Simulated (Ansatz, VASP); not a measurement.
Mg in VASP and in Ansatz

```
Mg
1.0
     3.16593    0.00000    0.00000
    -1.58296    2.74177    0.00000
     0.00000    0.00000    5.13988
Mg
2
Direct
  0.66667 0.33333 0.75000
  0.33333 0.66667 0.25000
```

Alike in both runs: task single point; functional revPBE; k mesh 10 × 10 × 5; occupations fermi-dirac, width 0.05 eV; no spin polarisation.

|  | VASP | Ansatz |
| --- | --- | --- |
| version | VASP 6.6.1 | Ansatz 0.2.0 |
| potentials or method | VASP PAW PBE potentials, release 64 (Mg) | Ansatz PAW |
| plane-wave cutoff (eV) | 520 | 420 |
| valence electrons in the cell | 4 | 20 |

|  | VASP | Ansatz | Ansatz less VASP |
| --- | --- | --- | --- |
| gap on the k mesh at the Fermi level (eV) | none | none | - |
| pressure (GPa) | 2.0 | 2.2 | +0.19 |
| traceless stress, the component that is largest in VASP (GPa) | 0.68 | 0.68 | -0.002 |

VASP's potentials were made for PBE, not for revPBE. A gap of «none» marks a metal or a gap that the smearing closes. The functional is the same, so the differences come from potentials, cutoffs and numerics. VASP's potentials hold 4 valence electrons a cell and Ansatz's 20, so a difference there can come from the potentials and not from the codes.
